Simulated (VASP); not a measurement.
Write the native input for VASP 6.6.1 that does the following.

* Task: single point
* Functional: PBE
* Potentials or basis: VASP PAW PBE potentials, release 64 (Pt, Mg, Si)
* Cutoff: 520 eV
* k mesh: 7 × 7 × 7
* Occupations: fermi-dirac, width 0.1 eV
* Spin: no spin polarisation
* Dipole correction: no
* Further INCAR settings: ALGO = Normal; EDIFF = 1e-07; NBANDS = 36

The structure of MgSiPt2 lies in POSCAR:

```
MgSiPt2
1.0
    0.0000000000      5.5351780000      0.0000000000
    5.5351780000      0.0000000000      0.0000000000
    2.7675890000      2.7675890000     -4.8835540000
Pt Mg Si
4 2 2
Direct
    0.3750000000      0.3950000000      0.7500000000
    0.6050000000      0.1250000000      0.2500000000
    0.8750000000      0.8550000000      0.7500000000
    0.1450000000      0.6250000000      0.2500000000
    0.5000000000      0.5000000000      0.0000000000
    0.2500000000      0.7500000000      0.5000000000
    0.0000000000      0.0000000000      0.0000000000
    0.7500000000      0.2500000000      0.5000000000
```

One way to write it, as run:

INCAR

```
SYSTEM = MgSiPt2
ALGO = Normal
EDIFF = 1E-7
ENCUT = 520
GGA = PE
ISIF = 2
ISMEAR = -1
LASPH = .TRUE.
LCHARG = .FALSE.
LREAL = .FALSE.
LWAVE = .FALSE.
NBANDS = 36
NELM = 60
PREC = Accurate
SIGMA = 0.1
```

KPOINTS

```
k-points
0
G
  7 7 7
  0 0 0
```

Potentials or basis: VASP PAW PBE potentials, release 64 (Pt, Mg, Si).

Launch:

```sh
$ cat potpaw_PBE.64/Pt/POTCAR potpaw_PBE.64/Mg/POTCAR potpaw_PBE.64/Si/POTCAR > POTCAR
$ mpirun -np 1 vasp_std > vasp.out
```

It gave:

* Pressure: 17.9 GPa
* Largest force: 4.271 eV/Å
* Band gap on the k mesh: zero (bands 26 and 27 overlap by 1.24 eV)

Caveat: the cell stands under pressure; spin-orbit coupling is left out, which moves the levels of the heavy elements; forces of over 1 eV/Å act on the atoms, so gaps and moduli don't describe the material at rest.

Run time: 110 s on 1 thread of Intel(R) Xeon(R) 6975P-C (Granite Rapids), with other jobs on the host, peak memory 0.39 GiB.
